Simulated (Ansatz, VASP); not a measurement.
**Two plane-wave programs on TePb**

INCAR

```
PREC = Accurate
ENCUT = 500
EDIFF = 1E-6
ISMEAR = 0
SIGMA = 0.1
LREAL = False
LASPH = True
NELM = 120
ALGO = Normal
ISIF = 2
LWAVE = False
LCHARG = False
GGA = PS
NBANDS = 17
GGA_COMPAT = False
```

The input KPOINTS:

```
Automatic mesh
0
Gamma
  1 1 1
```

Contents of POSCAR:

```
TePb
1.0
    4.0022870000      0.0000000000      0.0000000000
    0.0000000000      4.0022870000      0.0000000000
    0.0000000000      0.0000000000      4.0022870000
Te Pb
1 1
Direct
    0.5000000000      0.5000000000      0.5000000000
    0.0000000000      0.0000000000      0.0000000000
```

Input for Ansatz:

```yaml
crystal:
  lattice:
    - [4.002287, 0.0, 0.0]
    - [0.0, 4.002287, 0.0]
    - [0.0, 0.0, 4.002287]
  atoms:
    - { symbol: Te, position: [0.5, 0.5, 0.5] }
    - { symbol: Pb, position: [0.0, 0.0, 0.0] }
basis:
  ecutwfc: 420
kpoints:
  mp_grid: { grid: [1, 1, 1] }
hamiltonian:
  xc: pbesol
scf:
  occupations: { method: gaussian, width: 0.1 }
  max_iter: 300
output:
  forces: true
  stress: true
  eigenvalues: true
  optics: { e_range: [0, 10], sigma: 0.2 }
```

Alike in both runs: task single point; functional PBEsol; k mesh 1 × 1 × 1; occupations gaussian, width 0.1 eV; no spin polarisation.

|  | VASP | Ansatz |
| --- | --- | --- |
| version | VASP 6.6.1 | Ansatz 0.2.0 |
| potentials or method | VASP PAW PBE potentials, release 64 (Te, Pb_d), cutoff 500 eV | scalar-relativistic, plane waves, PAW |
| valence electrons in the cell | 20 | 30 |

Ansatz gave:

* gap on the k mesh at the Fermi level (eV): 5.68
* least direct gap on the mesh (eV): 5.68
* pressure (GPa): 3.6

Estimate VASP's values.

gap on the k mesh at the Fermi level (eV): 5.67; least direct gap on the mesh (eV): 5.67; pressure (GPa): 3.7.

VASP's potentials were made for PBE, not for PBEsol. The functional is the same, so the differences come from potentials, cutoffs and numerics. VASP's potentials hold 20 valence electrons a cell and Ansatz's 30, so a difference there can come from the potentials and not from the codes. Ansatz's warnings: optics on partly filled bands.

The k mesh is coarse, so the values compare programs but aren't converged. Spin-orbit coupling is off throughout.
